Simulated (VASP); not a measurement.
Set up this calculation in VASP 6.6.1, as the native input.

- Task: single point
- Functional: PBEsol
- Potentials or basis: VASP PAW PBE potentials, release 64 (Br)
- Cutoff: 520 eV
- k mesh: 14 × 14 × 14, shifted
- Occupations: methfessel-paxton, width 0.3 eV
- Spin: no spin polarisation
- Dipole correction: no
- Further INCAR settings: ALGO = Normal; EDIFF = 1e-07; NBANDS = 10

The structure of Br lies in POSCAR:

```
Br
1.0
    4.0595953162     -0.0000000538     -0.0000000618
    2.1069670272      3.4700149968     -0.0000000618
   -3.0832811414     -1.7350074544      1.9908391868
Br
1
Direct
    0.0000000000      0.0000000000      0.0000000000
```

One way to write it, as run:

INCAR

```
PREC = Accurate
ENCUT = 520
EDIFF = 1E-7
ISMEAR = 1
SIGMA = 0.3
LREAL = False
LASPH = True
NELM = 60
ALGO = Normal
ISIF = 2
LWAVE = False
LCHARG = True
GGA = PS
LELF = True
LVHAR = True
NBANDS = 10
```

KPOINTS

```
Automatic mesh
0
Gamma
  14 14 14
  0.5 0.5 0.5
```

Potentials or basis: VASP PAW PBE potentials, release 64 (Br).

Command:

```bash
$ cat potpaw_PBE.64/Br/POTCAR > POTCAR
$ mpirun -np 1 vasp_std > vasp.out
```

It gave:

```json
{
 "Pressure": "0.0 GPa",
 "Band gap on the k mesh": "zero (an odd number of electrons rules out a gap without spin polarisation)"
}
```

Caveat: so wide a smearing shifts energies and pressures; the PAW data sets were made with another functional, which shifts forces and pressure a little; an odd number of electrons without spin polarisation forces a metal; a magnetic or distorted state may lie lower.

It took 2 min on 1 thread of AMD EPYC 7R43 64-Core Processor (Zen 3), with other jobs on the host, peak memory 0.17 GiB.
